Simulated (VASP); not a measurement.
Runs of VASP 6.6.1 on AlRu. The structure is that of space group Pm-3m (No. 221), or close to it. The cells are those of the table. 

| task | level | cell | cutoff (eV) | smearing | gap on the mesh (eV) | pressure (GPa) |
| --- | --- | --- | --- | --- | --- | --- |
| relaxation of cell and atoms | PBE | relaxed from a = 3.004 Å, 2 atoms | 600 | fermi-dirac 0.15 eV | none | 0.0 |
| single point | PBE+D3(BJ) | a = 2.980 Å, 2 atoms | 520 | gaussian 0.1 eV | none | -1.3 |
| single point | PBE | a = 3.101 Å, 2 atoms | 520 | gaussian 0.1 eV | none | (a) |
| single point | PBE | a = 3.006 Å, 2 atoms | 520 | fermi-dirac 0.15 eV | none | 0.0 |
| single point | PBE | a = 3.063 Å, 2 atoms | 520 | gaussian 0.1 eV | none | -10.5 |
| single point | PBE | a = 2.879 Å, 2 atoms | 520 | gaussian 0.1 eV | none | 34.4 |

Alike in all rows: potentials or basis VASP PAW PBE potentials, release 64 (Al, Ru_pv); no spin polarisation; k mesh 14 × 14 × 14.

**Question.** Estimate the missing entries.

**Answer.** (a) -15.7.

Caveats: three body term missing (some runs); pairwise dispersion overbinds metals, which lowers pressure and volume (some runs).

A k mesh can miss the band edges, and the runs leave out spin-orbit coupling on Ru.

A gap of «none» marks levels without a gap at the run's occupations.
